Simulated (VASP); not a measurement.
Input of a VASP 6.6.1 run:

Contents of INCAR:

```
ALGO = Normal ; EDIFF = 1E-6
ENCUT = 520 ; GGA = PS
ISIF = 2 ; ISMEAR = -1
LASPH = True ; LCHARG = True
LDAU = True ; LDAUJ = 0 0
LDAUL = 2 -1 ; LDAUPRINT = 1
LDAUTYPE = 2 ; LDAUU = 5 0
LELF = True ; LMAXMIX = 4
LREAL = False ; LVHAR = True
LWAVE = False ; NBANDS = 33
NELM = 150 ; PREC = Accurate
SIGMA = 0.05
```

The input KPOINTS:

```
k-points
0
Gamma
  8 8 4
```

POSCAR

```
Ta4O
1.0
    3.2574970000      0.0000000000      0.0000000000
    0.0000000000      3.2574970000      0.0000000000
    0.0000000000      0.0000000000      7.4093410000
Ta O
4 1
Direct
    0.0000000000      0.0000000000      0.0000000000
    0.5000000000      0.5000000000      0.2168420000
    0.5000000000      0.5000000000      0.7831580000
    0.0000000000      0.0000000000      0.5000000000
    0.5000000000      0.5000000000      0.5000000000
```

Potentials or basis: VASP PAW PBE potentials, release 64 (Ta_pv, O).

Launch:

```sh
$ cat potpaw_PBE.64/Ta_pv/POTCAR potpaw_PBE.64/O/POTCAR > POTCAR
$ mpirun -np 1 vasp_std > vasp.out
```

(1) What does it give for the band gap on the k mesh?

(2) Estimate the pressure.

(3) What does it give for the largest force?

Answers

(1) zero (bands 25 and 26 overlap by 0.82 eV).

(2) 7.5 GPa.

(3) 0.557 eV/Å.

Caveat: the cell stands under pressure; the PAW data sets were made with another functional, which shifts forces and pressure a little; spin-orbit coupling is left out, which moves the levels of the heavy elements; U without spin polarisation on a metal has little footing.
